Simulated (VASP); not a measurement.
Wanted: the native input for a VASP 6.6.1 run.

```yaml
Task: electric field gradients
Functional: PBE
Potentials_or_basis: VASP PAW PBE potentials, release 64 (Ti_sv, N)
Cutoff: 520 eV
k_mesh: 13 × 13 × 13
Occupations: fermi-dirac, width 0.05 eV
Spin: no spin polarisation
Dipole_correction: no
Further_INCAR_settings: ALGO = Normal; EDIFF = 1e-08; NBANDS = 16
```

The structure of TiN lies in POSCAR:

```
TiN
1.0
    0.0000000000      2.0786817227      2.0786817227
    2.0786817227      0.0000000000      2.0786817227
    2.0786817227      2.0786817227      0.0000000000
Ti N
1 1
Direct
    0.0000000000      0.0000000000      0.0000000000
    0.5000000000      0.5000000000      0.5000000000
```

This cell differs from its parent crystal: volume scaled by 0.94.

These files were run (other wordings do the same):

INCAR

```
SYSTEM = TiN
  ALGO = Normal
  EDIFF = 1E-8
  ENCUT = 520
  GGA = PE
  ISIF = 2
  ISMEAR = -1
  LASPH = .TRUE.
  LCHARG = .FALSE.
  LEFG = .TRUE.
  LREAL = .FALSE.
  LWAVE = .FALSE.
  NBANDS = 16
  NELM = 80
  PREC = Accurate
  SIGMA = 0.05
```

KPOINTS

```
k-points
0
G
  13 13 13
  0 0 0
```

Potentials or basis: VASP PAW PBE potentials, release 64 (Ti_sv, N).

The run is started by

```sh
$ cat potpaw_PBE.64/Ti_sv/POTCAR potpaw_PBE.64/N/POTCAR > POTCAR
$ mpirun -np 1 vasp_std > vasp.out
```

It gave:

The pressure is 20.8 GPa.

Caveat: without QUAD_EFG the Cq values of the log hold for a quadrupole moment of 1 mb, not for the nuclei.

It took 27 s on 1 thread of Intel(R) Xeon(R) Platinum 8488C (Sapphire Rapids), on a shared host, peak memory 0.15 GiB.
